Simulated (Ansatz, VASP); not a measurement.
Two plane-wave programs on GaAs

File INCAR:

```
  ALGO = Normal
  EDIFF = 1E-6
  ENCUT = 520
  GGA = PE
  ISIF = 2
  ISMEAR = 0
  LASPH = True
  LCHARG = False
  LREAL = False
  LWAVE = False
  NBANDS = 16
  NELM = 60
  PREC = Accurate
  SIGMA = 0.05
```

The input KPOINTS:

```
k-points
0
Gamma
  10 10 10
```

POSCAR

```
GaAs
1.0
    0.0000000000      2.8268500000      2.9116555000
    2.8268500000      0.0000000000      2.9116555000
    2.8268500000      2.8268500000      0.0000000000
Ga As
1 1
Direct
    0.0000000000      0.0000000000      0.0000000000
    0.7500000000      0.7500000000      0.7500000000
```

Input for Ansatz:

```yaml
crystal:
  lattice:
    - [0.0, 2.82685, 2.9116555]
    - [2.82685, 0.0, 2.9116555]
    - [2.82685, 2.82685, 0.0]
  atoms:
    - { symbol: Ga, position: [0.0, 0.0, 0.0] }
    - { symbol: As, position: [0.75, 0.75, 0.75] }
basis:
  ecutwfc: 420
kpoints:
  mp_grid: { grid: [10, 10, 10] }
hamiltonian:
  xc: pbe
scf:
  occupations: { method: gaussian, width: 0.05 }
output:
  forces: true
  stress: true
  eigenvalues: true
```

Change from the starting cell: strain +0.0300 x Voigt [0, 0, 1, 0, 0, 0], atoms carried along.

Alike in both runs: task single point; functional PBE; k mesh 10 × 10 × 10; occupations gaussian, width 0.05 eV; no spin polarisation.

|  | VASP | Ansatz |
| --- | --- | --- |
| version | VASP 6.6.1 | Ansatz 0.2.0 |
| potentials or method | VASP PAW PBE potentials, release 64 (Ga_d, As), cutoff 520 eV | scalar-relativistic, plane waves, PAW |
| valence electrons in the cell | 18 | 28 |

```tsv
	VASP	Ansatz	Ansatz less VASP
gap on the k mesh at the Fermi level (eV)	0.24	0.23	-0.003
least direct gap on the mesh (eV)	0.24	0.23	-0.003
pressure (GPa)	1.3	1.2	-0.16
traceless stress, the component that is largest in VASP (GPa)	-1.21	-1.21	-0.004
```

With one functional, cell and mesh, what is left measures potentials, basis and numerics. VASP's potentials hold 18 valence electrons a cell and Ansatz's 28, so a difference there can come from the potentials and not from the codes.
